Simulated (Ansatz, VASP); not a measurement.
## One calculation of Al5Ru, two programs

```xyz
6
Lattice="2.8880 0.0000 0.0000 -1.4440 2.5010 0.0000 0.0000 0.0000 13.1872" Properties=species:S:1:pos:R:3 pbc="T T T"
Al    0.0000    0.0000    8.9090
Al    0.0000    1.6674   11.2527
Al    0.0000    1.6674    1.9345
Al    0.0000    0.0000    4.2782
Al    0.0000    1.6674    6.5936
Ru    1.4440    0.8337    0.0000
```

Alike in both runs: functional PBE; k mesh 18 × 18 × 4; occupations gaussian, width 0.1 eV; no spin polarisation.

Ansatz relaxed the structure, and its values are those at the end. VASP's run is a single point on that final structure, the one shown.

```csv
,VASP,Ansatz
version,VASP 6.6.1,Ansatz 0.2.0
potentials or method,"VASP PAW PBE potentials, release 64 (Al, Ru_pv), cutoff 520 eV","scalar-relativistic, plane waves, PAW"
valence electrons in the cell,29,31
```

|  | VASP | Ansatz | Ansatz less VASP |
| --- | --- | --- | --- |
| gap on the k mesh at the Fermi level (eV) | none | none | - |
| pressure (GPa) | 0.0 | 0.0 | +0.01 |

A gap of «none» marks a metal or a gap that the smearing closes. With one functional, cell and mesh, what is left measures potentials, basis and numerics. VASP's potentials hold 29 valence electrons a cell and Ansatz's 31, so a difference there can come from the potentials and not from the codes.
